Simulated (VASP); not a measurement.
# Si4Ag in VASP: notebook

Si4Ag is run at these levels: PBE; tasks: single point.

Program: VASP 6.6.1. These are calculated values, not measurements. Logs are shortened: lines on timing, memory, paths and dates and some standing lists are left out, and cuts for length are marked.

## 1. The cell of the first run

The cell holds a slab with vacuum, 5 atoms: a = 3.868 Å, b = 3.868 Å, c = 19.437 Å, α = 90.00°, β = 90.00°, γ = 120.00°.

## 2. Single point, PBE, collinear spin

File INCAR:

```
SYSTEM = Si4Ag
PREC     = Accurate       ! precision mode
ENCUT    = 520            ! plane-wave cutoff, eV
EDIFF    = 1E-7           ! SCF threshold, eV
ISMEAR   = 0              ! smearing method
SIGMA    = 0.05           ! smearing width, eV
LREAL    = .FALSE.        ! projectors in reciprocal space
LASPH    = .TRUE.         ! aspherical terms in the spheres
NELM     = 150            ! most SCF steps
ALGO     = Normal         ! electronic algorithm
ISIF     = 2              ! what is computed and relaxed
LWAVE    = .FALSE.        ! write WAVECAR
LCHARG   = .FALSE.        ! write CHGCAR
ISPIN    = 2              ! spin polarisation
MAGMOM   = 0 0 0 0 1      ! initial moments
LORBIT   = 11             ! projections on sites
LMAXMIX  = 4              ! l up to which the mixer works
LDIPOL   = .TRUE.       
IDIPOL   = 3            
DIPOL    = 0.5 0.5 0.348
GGA      = PE             ! functional
NBANDS   = 26             ! bands
```

File KPOINTS:

```
Automatic mesh
0
G
  9 9 1
  0 0 0
```

File POSCAR:

```
Si4Ag
1.0
    3.8675355701      0.0000000000      0.0000000000
   -1.9337677851      3.3493840538      0.0000000000
    0.0000000000      0.0000000000     19.4372967090
Si Ag
4 1
Direct
    0.3333333333      0.6666666667      0.2057899336
    0.0000000000      0.0000000000      0.2464055298
    0.0000000000      0.0000000000      0.3748662321
    0.6666666667      0.3333333334      0.4083539408
    0.6666666667      0.8333333334      0.5025632080
```

Potentials or basis: VASP PAW PBE potentials, release 64 (Si, Ag).

On the command line:

```
> cat potpaw_PBE.64/Si/POTCAR potpaw_PBE.64/Ag/POTCAR > POTCAR
> mpirun -np 1 vasp_std > vasp.out
```

OUTCAR:

```text
SYSTEM = Si4Ag
   PREC = Accurate
   ENCUT = 520
   EDIFF = 1E-7
   ISMEAR = 0
   LREAL = .FALSE.
   LASPH = .TRUE.
   NELM = 150
   ISIF = 2
   ISPIN = 2
   LORBIT = 11
   GGA = PE

 ion  position               nearest neighbor table
   1  0.333  0.667  0.206-   2 2.37   2 2.37   2 2.37
   2  0.000  0.000  0.246-   1 2.37   1 2.37   1 2.37   3 2.50
   3  0.000  0.000  0.375-   4 2.33   4 2.33   4 2.33   2 2.50   5 2.72
   4  0.667  0.333  0.408-   3 2.33   3 2.33   3 2.33   5 2.66   5 2.66
   5  0.667  0.833  0.503-   4 2.66   4 2.66   3 2.72

  LATTYP: Found a hexagonal cell.
 ALAT       =     3.8675355701
 C/A-ratio  =     5.0257577097

  Lattice vectors:

 A1 = (   3.8675355701,   0.0000000000,   0.0000000000)
 A2 = (  -1.9337677851,   3.3493840538,   0.0000000000)
 A3 = (   0.0000000000,   0.0000000000,  19.4372967090)

Analysis of symmetry for initial positions (statically):
=====================================================================
 Subroutine PRICEL returns:
 Original cell was already a primitive cell.

 Routine SETGRP: Setting up the symmetry group for a
 hexagonal supercell.

 Subroutine GETGRP returns: Found  2 space group operations
 (whereof  2 operations were pure point group operations)
 out of a pool of 24 trial point group operations.

The static configuration has the point symmetry C_1h.

Analysis of symmetry for dynamics (positions and initial velocities):
=====================================================================
 Subroutine PRICEL returns:
 Original cell was already a primitive cell.

 Routine SETGRP: Setting up the symmetry group for a
 hexagonal supercell.

 Subroutine GETGRP returns: Found  2 space group operations
 (whereof  2 operations were pure point group operations)
 out of a pool of 24 trial point group operations.

The dynamic configuration has the point symmetry C_1h.

Analysis of structural, dynamic, and magnetic symmetry:
=====================================================================
 Subroutine PRICEL returns:
 Original cell was already a primitive cell.

 Routine SETGRP: Setting up the symmetry group for a
 hexagonal supercell.

 Subroutine GETGRP returns: Found  2 space group operations
 (whereof  2 operations were pure point group operations)
 out of a pool of 24 trial point group operations.

The overall configuration has the point symmetry C_1h.

 Subroutine INISYM returns: Found  2 space group operations
 (whereof  2 operations are pure point group operations),
 and found     1 'primitive' translations

----------------------------------------------------------------------------------------

                                     Primitive cell

  volume of cell :     251.7881

  direct lattice vectors                    reciprocal lattice vectors
     3.867535570  0.000000000  0.000000000     0.258562586  0.149281179  0.000000000
    -1.933767785  3.349384054  0.000000000     0.000000000  0.298562358  0.000000000
     0.000000000  0.000000000 19.437296709     0.000000000  0.000000000  0.051447483

  length of vectors
     3.867535570  3.867535570 19.437296709     0.298562358  0.298562358  0.051447483

  position of ions in fractional coordinates (direct lattice)
     0.333333333  0.666666667  0.205789934
     0.000000000  0.000000000  0.246405530
     0.000000000  0.000000000  0.374866232
     0.666666667  0.333333333  0.408353941
     0.666666667  0.833333333  0.502563208

  ion indices of the primitive-cell ions
   primitive index   ion index
                 1           1
                 2           2
                 3           3
                 4           4
                 5           5

----------------------------------------------------------------------------------------

 KPOINTS: Automatic mesh

Automatic generation of k-mesh.
 Grid dimensions read from file:
 generate k-points for:    9    9    1

 Generating k-lattice:

  Cartesian coordinates                     Fractional coordinates (reciprocal lattice)
     0.028729176  0.016586798  0.000000000     0.111111111  0.000000000  0.000000000
     0.000000000  0.033173595  0.000000000     0.000000000  0.111111111  0.000000000
     0.000000000  0.000000000  0.051447483     0.000000000  0.000000000  1.000000000

  Length of vectors
     0.033173595  0.033173595  0.051447483

  Shift w.r.t. Gamma in fractional coordinates (k-lattice)
     0.000000000  0.000000000  0.000000000

 Subroutine IBZKPT returns following result:
 ===========================================

 Found     25 irreducible k-points:

 Following reciprocal coordinates:
            Coordinates               Weight
  0.000000  0.000000  0.000000      1.000000
  0.111111  0.000000  0.000000      2.000000
  0.000000  0.111111  0.000000      4.000000
  0.222222  0.000000  0.000000      2.000000
  0.000000  0.222222  0.000000      4.000000
  0.333333  0.000000  0.000000      2.000000
[... 16 lines left out ...]
 -0.222222 -0.444444  0.000000      4.000000
  0.444444  0.333333  0.000000      4.000000
   k-points           NKPTS =     25   k-points in BZ     NKDIM =     25   number of bands    NBANDS=     26
   number of dos      NEDOS =    301   number of ions     NIONS =      5
   total plane-waves  NPLWV = 135000
   dimension x,y,z NGX =    30 NGY =   30 NGZ =  150
   dimension x,y,z NGXF=    60 NGYF=   60 NGZF=  300
   ions per type =               4   1
   NGX,Y,Z   is equivalent  to a cutoff of  12.90, 12.90, 12.83 a.u.
   NGXF,Y,Z  is equivalent  to a cutoff of  25.79, 25.79, 25.66 a.u.
 SYSTEM =  Si4Ag
   PREC   = accura    normal or accurate (medium, high low for compatibility)
   ISTART =      0    job   : 0-new  1-cont  2-samecut
   ICHARG =      2    charge: 1-file 2-atom 10-const
   ISPIN  =      2    spin polarized calculation?
   LNONCOLLINEAR =      F non collinear calculations
   LSORBIT =      F    spin-orbit coupling
   LASPH  =      T    aspherical Exc in radial PAW
   ENCUT  =  520.0 eV  38.22 Ry    6.18 a.u.   7.19  7.19 36.14*2*pi/ulx,y,z
   NELM   =    150;   NELMIN=  2; NELMDL= -5     # of ELM steps
   EDIFF  = 0.1E-06   stopping-criterion for ELM
   LREAL  =      F    real-space projection
   EDIFFG = 0.1E-05   stopping-criterion for IOM
   NSW    =      0    number of steps for IOM
   IBRION =     -1    ionic relax: 0-MD 1-quasi-New 2-CG
   NFREE  =      0    steps in history (QN), initial steepest desc. (CG)
   ISIF   =      2    stress and relaxation
   ISYM   =      2    0-nonsym 1-usesym 2-fastsym
   POTIM  = 0.5000    time-step for ionic-motion
   TEBEG  =    0.0;   TEEND  =   0.0 temperature during run
   PSTRESS=    0.0 pullay stress
   NELECT =      27.0000    total number of electrons
   NUPDOWN=      -1.0000    fix difference up-down
   EMIN   =  10.00;   EMAX   =-10.00  energy-range for DOS
   EFERMI =   0.00;   METHOD = LEGACY
   ISMEAR =     0;   SIGMA  =   0.05  broadening in eV -4-tet -1-fermi 0-gaus
   EFERMI_NEDOS =   21; number of points for ismear=-14 and -15
   IALGO  =     38    algorithm
   IMIX   =      4    mixing-type and parameters
     AMIX     =   0.40;   BMIX     =  1.00
     AMIX_MAG =   1.60;   BMIX_MAG =  1.00
  volume/ion in A,a.u.               =      50.36       339.83
  Fermi-wavevector in a.u.,A,eV,Ry     =   0.777770  1.469772  8.230515  0.604926
  Thomas-Fermi vector in A             =   1.880526
   LORBIT       =     11    0 simple, 1 ext, 2 COOP (PROOUT), +10 PAW based schemes
   GGA     = PE    functional components
   LHFCALC =     F    Hartree Fock is set to
   AEXX    =    0.0000 exact exchange contribution
   IVDW    =     0    specifies the selected vdW correction
   LEPSILON=     F    determine dielectric tensor
   LRPA    =     F    only Hartree local field effects (RPA)
 spin polarized calculation
 Gauss-broadening in eV      SIGMA  =   0.05
  energy-cutoff  :      520.00
  volume of cell :      251.79
 maximum number of plane-waves:      6807
 NGX is ok and might be reduce to    30
   NGX = 15   NGY = 15   NGZ = 73

 dipolmoment           0.000000      0.000000      0.000026 electrons x Angstroem

 number of electron      27.0000005 magnetization       0.9837067

 dipolmoment           0.000000      0.000000     -0.058858 electrons x Angstroem

 Free energy of the ion-electron system (eV)
  ---------------------------------------------------
  ext. energy  EPLUGINS =         0.00000000
  ---------------------------------------------------
  free energy    TOTEN  =       -21.86480169 eV

  energy without entropy =      -21.86403730  energy(sigma->0) =      -21.86441950

 E-fermi :  -0.1939     XC(G=0):  -4.7318

 val. band max:       -0.2066777378   @ k =   0.0000   0.0000   0.0000
 cond. band min:      -0.1007024708   @ k =   0.0000   0.4444   0.0000
 fundamental gap:      0.1059752670
 Fermi energy:        -0.1938519798

 spin component 1

 k-point     1 :       0.0000    0.0000    0.0000
  band No.  band energies     occupation
      1     -11.8963      1.00000
      2     -10.6083      1.00000
      3      -6.0318      1.00000
      4      -4.9841      1.00000
      5      -4.8964      1.00000
      6      -4.5841      1.00000
[... 17 lines left out ...]
     24       5.2698      0.00000
     25       6.6190      0.00000

 k-point     2 :       0.1111    0.0000    0.0000
  band No.  band energies     occupation
      1     -11.7562      1.00000
      2     -10.4675      1.00000
      3      -5.9629      1.00000
      4      -4.9937      1.00000
      5      -4.9227      1.00000
      6      -4.6391      1.00000
[... 608 lines left out ...]
 k-point    24 :       0.4444    0.3333    0.0000
  band No.  band energies     occupation
      1      -9.5362      1.00000
      2      -8.3878      1.00000
      3      -7.8135      1.00000
      4      -6.7973      1.00000
      5      -5.3542      1.00000
      6      -4.6362      1.00000
[... 17 lines left out ...]
     24       6.3661      0.00000
     25       6.7159      0.00000

 [... further k-points ...]

 spin component 2

 k-point     1 :       0.0000    0.0000    0.0000
  band No.  band energies     occupation
      1     -11.7987      1.00000
      2     -10.4227      1.00000
      3      -5.8154      1.00000
      4      -4.9220      1.00000
      5      -4.8645      1.00000
      6      -4.5504      1.00000
[... 17 lines left out ...]
     24       5.4591      0.00000
     25       6.8175      0.00000

 k-point     2 :       0.1111    0.0000    0.0000
  band No.  band energies     occupation
      1     -11.6586      1.00000
      2     -10.2815      1.00000
      3      -5.7488      1.00000
      4      -4.9332      1.00000
      5      -4.8905      1.00000
      6      -4.5992      1.00000
[... 608 lines left out ...]
 k-point    24 :       0.4444    0.3333    0.0000
  band No.  band energies     occupation
      1      -9.4356      1.00000
      2      -8.2503      1.00000
      3      -7.6522      1.00000
      4      -6.5718      1.00000
      5      -5.3028      1.00000
      6      -4.5919      1.00000
[... 17 lines left out ...]
     24       6.5954      0.00000
     25       6.9546      0.00000

 [... further k-points ...]

 [bands above 25 left out]

------------------------ aborting loop because EDIFF is reached ----------------------------------------

 vacuum level on the upper side and lower side of the slab       (xc-potential included)        -0.526         0.294

  FORCE on cell =-STRESS in cart. coord.  units (eV):
  Direction    XX          YY          ZZ          XY          YZ          ZX
  --------------------------------------------------------------------------------------
  -------------------------------------------------------------------------------------
  Total       -0.5568006     -1.0499524     -0.8805243      0.4270820     -0.0695514     -0.1204667
  in kB       -3.5430328     -6.6810555     -5.6029504      2.7176074     -0.4425696     -0.7665537
  external PRESSURE =      -5.2756796 kB  Pullay stress =       0.0000000 kB

 VOLUME and BASIS-vectors are now :
 -----------------------------------------------------------------------------
  energy-cutoff  :      520.00
  volume of cell :      251.79
      direct lattice vectors                 reciprocal lattice vectors
     3.867535570  0.000000000  0.000000000     0.258562586  0.149281179  0.000000000
    -1.933767785  3.349384054  0.000000000     0.000000000  0.298562358  0.000000000
     0.000000000  0.000000000 19.437296709     0.000000000  0.000000000  0.051447483

 POSITION                                       TOTAL-FORCE (eV/Angst)
 -----------------------------------------------------------------------------------
     -0.00000      2.23292      4.00000        -0.006582     -0.003800      0.581735
      0.00000      0.00000      4.78946        -0.022262     -0.012853     -0.206404
      0.00000      0.00000      7.28639         0.227350      0.131261     -1.212365
      1.93377      1.11646      7.93730        -0.160808     -0.092843      0.843757
      0.96688      2.79115      9.76847        -0.037698     -0.021765     -0.006723
 -----------------------------------------------------------------------------------
    total drift:                               -0.000151     -0.000087      0.000159

  FREE ENERGIE OF THE ION-ELECTRON SYSTEM (eV)
  ---------------------------------------------------
  free  energy   TOTEN  =       -21.8648016933 eV

  energy  without entropy=      -21.8640373031  energy(sigma->0) =      -21.86441950

 vacuum level on the upper side and lower side of the slab         3.552         4.413

 total charge

# of ion       s       p       d       tot
------------------------------------------
    1        0.794   0.842   0.000   1.636
    2        0.764   0.882   0.000   1.646
    3        0.761   0.901   0.000   1.662
    4        0.755   0.913   0.000   1.668
    5        0.383   0.160   9.221   9.764
--------------------------------------------------
tot          3.456   3.699   9.221  16.376

 magnetization (x)

# of ion       s       p       d       tot
------------------------------------------
    1        0.033   0.168   0.000   0.201
    2        0.001   0.012   0.000   0.013
    3        0.010   0.039   0.000   0.049
    4        0.007   0.015   0.000   0.022
    5        0.027   0.014   0.005   0.047
--------------------------------------------------
tot          0.079   0.248   0.005   0.333
```

Wall time 18 min (1 thread of Oxide Virtual Turin-like, shared host); peak memory 0.57 GiB.

Results:

| Property | Result |
| --- | --- |
| Free energy | -21.8648 eV |
| Largest force | 1.240 eV/Å |
| Net moment | 0.98 μB per cell |
| Site moments | Si +0.20, +0.01, +0.05, +0.02; Ag +0.05 μB |
| Valence electrons inside the program's atomic spheres | Si 1.64, 1.65, 1.66, 1.67; Ag 9.76 |

Forces on the atoms (eV/Å):
```
Si  -0.007 -0.004  0.582
Si  -0.022 -0.013 -0.206
Si   0.227  0.131 -1.212
Si  -0.161 -0.093  0.844
Ag  -0.038 -0.022 -0.007
```

## 3. Single point, PBE, collinear spin

File INCAR:

```
SYSTEM = Si4Ag
ALGO     = Normal         ! electronic algorithm
DIPOL    = 0.5 0.5 0.351
EDIFF    = 1E-6           ! SCF threshold, eV
ENCUT    = 520            ! plane-wave cutoff, eV
GGA      = PE             ! functional
IDIPOL   = 3            
ISIF     = 2              ! what is computed and relaxed
ISMEAR   = 0              ! smearing method
ISPIN    = 2              ! spin polarisation
LASPH    = .TRUE.         ! aspherical terms in the spheres
LCHARG   = .FALSE.        ! write CHGCAR
LDIPOL   = .TRUE.       
LMAXMIX  = 4              ! l up to which the mixer works
LORBIT   = 11             ! projections on sites
LREAL    = .FALSE.        ! projectors in reciprocal space
LWAVE    = .FALSE.        ! write WAVECAR
MAGMOM   = 0 0 0 0 1      ! initial moments
NBANDS   = 26             ! bands
NELM     = 150            ! most SCF steps
PREC     = Accurate       ! precision mode
SIGMA    = 0.05           ! smearing width, eV
```

File KPOINTS:

```
k-points
0
G
  9 9 1
  0 0 0
```

POSCAR: that of step 2 with these lines changed.

```diff
@@ -11,3 +11,3 @@
     0.0000000000      0.0000000000      0.3748662321
-    0.6666666667      0.3333333334      0.4083539408
-    0.6666666667      0.8333333334      0.5025632080
+    0.6666666666      0.3333333333      0.4083539408
+    0.8333333333      0.6666666667      0.5208555482
```

Potentials or basis: VASP PAW PBE potentials, release 64 (Si, Ag).

On the command line:

```
> cat potpaw_PBE.64/Si/POTCAR potpaw_PBE.64/Ag/POTCAR > POTCAR
> mpirun -np 1 vasp_std > vasp.out
```

It took 19 min on 1 thread of Oxide Virtual Turin-like, shared host; peak memory 0.56 GiB.

It converged, with:

| Property | Result |
| --- | --- |
| Free energy | -21.8011 eV |
| Largest force | 0.848 eV/Å |
| Net moment | 0.91 μB per cell |
| Site moments | Si +0.19, +0.01, +0.04, +0.02; Ag +0.04 μB |
| Valence electrons inside the program's atomic spheres | Si 1.64, 1.65, 1.66, 1.67; Ag 9.76 |

Forces in eV/Å, atoms in the order of the input:
```
Si   0.000 -0.008  0.596
Si   0.000  0.061 -0.236
Si   0.000  0.049 -0.846
Si   0.000 -0.062  0.500
Ag   0.000 -0.040 -0.014
```

Levels at points of the mesh, in eV from the Fermi level:
Spin up:
| k point | band 12 | band 13 | band 14 | band 15 | band 16 | band 17 |
| --- | --- | --- | --- | --- | --- | --- |
| (0.00, 0.00, 0.00) | -0.60 | -0.27 | -0.25 | 1.21 | 2.11 | 2.54 |
Spin down:
```
           k point  band 11  band 12  band 13  band 14  band 15  band 16
(0.00, 0.00, 0.00)    -0.90    -0.19    -0.13    -0.11     1.48     2.30
```
